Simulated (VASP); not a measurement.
A run of VASP 6.6.1 is set up as follows.

The input POSCAR:

```
HgTe
1.0
    2.9625928200     -3.4322597100      0.0000000000
    2.9625928200      3.4322597100      0.0000000000
    0.0000000000      0.0000000000      5.7981570000
Hg Te
2 2
Direct
    0.3430500000      0.6569500000      0.7500000000
    0.6569500000      0.3430500000      0.2500000000
    0.7848090000      0.2151910000      0.7500000000
    0.2151910000      0.7848090000      0.2500000000
```

INCAR.step1

```
PREC = Accurate
ENCUT = 520
ISMEAR = -1
SIGMA = 0.02
LREAL = False
LASPH = True
NELM = 80
NBANDS = 26
GGA = PE
ALGO = Normal
EDIFF = 1E-4
LWAVE = True
LCHARG = False
```

INCAR.step2

```
PREC = Accurate
ENCUT = 520
EDIFF = 1E-7
ISMEAR = -1
SIGMA = 0.02
LREAL = False
LASPH = True
NELM = 80
ALGO = Normal
ISIF = 2
LWAVE = False
LCHARG = False
METAGGA = R2SCAN
LMIXTAU = True
IVDW = 13
VDW_S6 = 1.0
VDW_S8 = 0.6018749
VDW_A1 = 0.51559235
VDW_A2 = 5.77342911
NBANDS = 26
ISTART = 1
```

KPOINTS

```
Automatic mesh
0
Gamma
  4 4 4
```

Potentials or basis: VASP PAW PBE potentials, release 64 (Hg, Te).

Command:

```bash
$ cat potpaw_PBE.64/Hg/POTCAR potpaw_PBE.64/Te/POTCAR > POTCAR
$ cp INCAR.step1 INCAR
$ mpirun -np 1 vasp_std > vasp.out
$ cp INCAR.step2 INCAR
$ mpirun -np 1 vasp_std > vasp.out
```

Q: What does it give for the dispersion energy per atom?

A: -0.152 eV.

Q: Predict the largest force.

A: 0.065 eV/Å.

Stress tensor (GPa, compression positive):
```
-0.82  0.00  0.00
 0.00 -0.44  0.00
 0.00  0.00 -1.58
```

Caveat: the PAW data sets were made with another functional, which shifts forces and pressure a little; pairwise dispersion overbinds metals, which lowers pressure and volume.
